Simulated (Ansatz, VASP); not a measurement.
# One calculation of Pt, two programs

```
CELL_PARAMETERS angstrom
2.81496 0.00000 0.00000
-1.40748 2.43783 0.00000
0.00000 0.00000 4.83683
ATOMIC_POSITIONS crystal
Pt 0.66667 0.33333 0.75000
Pt 0.33333 0.66667 0.25000
```

Change from the starting cell: strain +0.030 along x and y, +0.015 along z, atoms carried along.

Alike in both runs: task single point; functional r2SCAN; k mesh 24 × 24 × 12; occupations gaussian, width 0.15 eV; no spin polarisation.

|  | VASP | Ansatz |
| --- | --- | --- |
| version | VASP 6.6.1 | Ansatz 0.2.0 |
| potentials or method | VASP PAW PBE potentials, release 64 (Pt), cutoff 520 eV | scalar-relativistic, plane waves, PAW |
| valence electrons in the cell | 20 | 36 |

Ansatz gave:

- gap on the k mesh at the Fermi level (eV): none
- pressure (GPa): -16.2
- traceless stress, the component that is largest in VASP (GPa): 2.59

**Question.** Estimate VASP's values.

**Answer.** gap on the k mesh at the Fermi level (eV): none; pressure (GPa): -15.9; traceless stress, the component that is largest in VASP (GPa): 2.41.

VASP's potentials were made for PBE, not for r2SCAN. A gap of «none» marks a metal or a gap that the smearing closes. VASP's potentials hold 20 valence electrons a cell and Ansatz's 36, so a difference there can come from the potentials and not from the codes.

Spin-orbit coupling is off throughout.
